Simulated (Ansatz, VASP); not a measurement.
PbSe: VASP beside Ansatz

INCAR

```
PREC = Accurate
ENCUT = 520
EDIFF = 1E-6
ISMEAR = 0
SIGMA = 0.03
LREAL = False
LASPH = True
NELM = 80
ALGO = Normal
ISIF = 2
LWAVE = False
LCHARG = True
GGA = PE
IVDW = 12
LELF = True
LVHAR = True
NBANDS = 17
```

File KPOINTS:

```
Automatic mesh
0
Gamma
  10 10 10
```

The input POSCAR:

```
PbSe
1.0
    0.0000000000      2.8983975338      3.0670873374
    2.8983975338      0.0000000000      3.0670873374
    2.8983975338      2.8983975338      0.0000000000
Pb Se
1 1
Direct
    0.0000000000      0.0000000000      0.0000000000
    0.5000000000      0.5000000000      0.5000000000
```

Input for Ansatz:

```yaml
crystal:
  lattice:
    - [0.0, 2.8983975338, 3.0670873374]
    - [2.8983975338, 0.0, 3.0670873374]
    - [2.8983975338, 2.8983975338, 0.0]
  atoms:
    - { symbol: Pb, position: [0.0, 0.0, 0.0] }
    - { symbol: Se, position: [0.5, 0.5, 0.5] }
basis:
  ecutwfc: 420
kpoints:
  mp_grid: { grid: [10, 10, 10] }
hamiltonian:
  xc: pbe
  dispersion: d3bj
scf:
  occupations: { method: gaussian, width: 0.03 }
output:
  forces: true
  stress: true
  eigenvalues: true
```

Change from the starting cell: engineering shear strain xy +0.0000, equal normal strain along x and y -0.0550.

Alike in both runs: task single point; functional PBE; dispersion D3(BJ); k mesh 10 × 10 × 10; occupations gaussian, width 0.03 eV; no spin polarisation.

```csv
,VASP,Ansatz
version,VASP 6.6.1,Ansatz 0.2.0
potentials or method,"VASP PAW PBE potentials, release 64 (Pb_d, Se), cutoff 520 eV","scalar-relativistic, plane waves, PAW"
valence electrons in the cell,20,30
```

```csv
,VASP,Ansatz,Ansatz less VASP
gap on the k mesh at the Fermi level (eV),0.23,0.24,+0.005
least direct gap on the mesh (eV),0.23,0.24,+0.005
pressure (GPa),8.0,8.0,+0.01
"traceless stress, the component that is largest in VASP (GPa)",-6.95,-6.94,+0.014
```

VASP's potentials hold 20 valence electrons a cell and Ansatz's 30, so a difference there can come from the potentials and not from the codes.

Neither program's run includes spin-orbit coupling.
